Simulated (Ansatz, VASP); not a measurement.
# K in VASP and in Ansatz

The input INCAR:

```
SYSTEM = K
PREC = Accurate ; ENCUT = 520
EDIFF = 1E-7 ; ISMEAR = -1
SIGMA = 0.05 ; LREAL = .FALSE.
LASPH = .TRUE. ; NELM = 80
ALGO = Fast ; ISIF = 2
LWAVE = .FALSE. ; LCHARG = .FALSE.
GGA = PE ; NBANDS = 10
```

File KPOINTS:

```
Automatic mesh
0
G
  7 7 7
  0 0 0
```

Contents of POSCAR:

```
K
1.0
   -2.6290990000      2.6676120000      2.6000730000
    2.7186870000     -2.7444840000      2.7665340000
    2.6600780000      2.7754630000     -2.6769460000
K
1
Direct
   -0.0036850000     -0.0083200000      0.0072110000
```

input.yaml

```yaml
crystal:
  lattice:
    - [-2.629099, 2.667612, 2.600073]
    - [2.718687, -2.744484, 2.766534]
    - [2.660078, 2.775463, -2.676946]
  atoms:
    - { symbol: K, position: [-0.003685, -0.00832, 0.007211] }
kpoints:
  mp_grid: { grid: [7, 7, 7] }
scf:
  occupations: { method: fermi_dirac, width: 0.05 }
hamiltonian:
  xc: pbe
  pseudopotentials: { kind: all_electron, lapw: { basis_error: 0.001 } }
output:
  forces: true
  stress: true
  eigenvalues: true
  populations: true
```

Change from the starting cell: cell strained at random at fixed volume.

Alike in both runs: task single point; functional PBE; k mesh 7 × 7 × 7; occupations fermi-dirac, width 0.05 eV; no spin polarisation.

|  | VASP | Ansatz |
| --- | --- | --- |
| version | VASP 6.6.1 | Ansatz 0.2.0 |
| potentials or method | VASP PAW PBE potentials, release 64 (K_sv), cutoff 520 eV | all-electron LAPW, scalar-relativistic |

```tsv
	VASP	Ansatz	Ansatz less VASP
gap on the k mesh at the Fermi level (eV)	none	none	-
pressure (GPa)	-0.2	-0.2	+0.01
traceless stress, the component that is largest in VASP (GPa)	-0.09	-0.09	0.000
```

A gap of «none» marks a metal or a gap that the smearing closes. Ansatz ran all-electron here, and VASP with PAW potentials.
